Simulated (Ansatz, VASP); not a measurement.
# Two plane-wave programs on Ti

```xyz
1
Lattice="8.5000 0.0000 0.0000 0.0000 8.5000 0.0000 0.0000 0.0000 8.5000" Properties=species:S:1:pos:R:3 pbc="T T T"
Ti    0.0000    0.0000    0.0000
```

Alike in both runs: task single point; functional PBE; k mesh 1 × 1 × 1; collinear spin.

|  | VASP | Ansatz |
| --- | --- | --- |
| version | VASP 6.6.1 | Ansatz 0.2 development build |
| potentials or method | VASP PAW PBE potentials, release 64 (Ti_sv) | scalar-relativistic |
| plane-wave cutoff (eV) | 400 | 1155 |
| occupations | fermi-dirac, width 0.1 eV | fermi-dirac |

|  | VASP | Ansatz | Ansatz less VASP |
| --- | --- | --- | --- |
| net moment per atom (μB) | 2.92 | 3.28 | +0.357 |
| size of the moment on the site where the two differ most (μB) | 2.06 | 3.27 | +1.207 |

The net moments are unlike, so the other rows may belong to different states. Site moments also hang on the region over which each program counts them. Ansatz's warnings: reached outside group, stability check not made.
